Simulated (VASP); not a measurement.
A run of VASP 6.6.1 is set up as follows.

INCAR

```
  PREC = Accurate
  ENCUT = 520
  EDIFF = 1E-7
  ISMEAR = 0
  SIGMA = 0.1
  LREAL = F
  LASPH = T
  NELM = 100
  ALGO = Normal
  ISIF = 2
  LWAVE = F
  LCHARG = F
  GGA = PE
  NBANDS = 23
```

The input KPOINTS:

```
Automatic mesh
0
Gamma
  14 14 14
```

POSCAR

```
Li2TiO2
1.0
   -1.4546497772      1.8848744897      4.6647867970
    1.4546497772     -1.8848744897      4.6647867970
    1.4546497772      1.8848744897     -4.6647867970
Li Ti O
2 1 2
Direct
    0.3022334669      0.3022334669      0.0000000000
    0.6977665331      0.6977665331      0.0000000000
    0.0000000000      0.0000000000      0.0000000000
    0.8547684884      0.3547684884      0.5000000000
    0.1452315116      0.6452315116      0.5000000000
```

Potentials or basis: VASP PAW PBE potentials, release 64 (Li_sv, Ti_sv, O).

Run with:

```bash
$ cat potpaw_PBE.64/Li_sv/POTCAR potpaw_PBE.64/Ti_sv/POTCAR potpaw_PBE.64/O/POTCAR > POTCAR
$ mpirun -np 1 vasp_std > vasp.out
```

(1) What does it give for the band gap on the k mesh?

(2) What does it give for the largest force?

Answers

(1) zero (bands 15 and 16 overlap by 0.75 eV).

(2) 0.041 eV/Å.
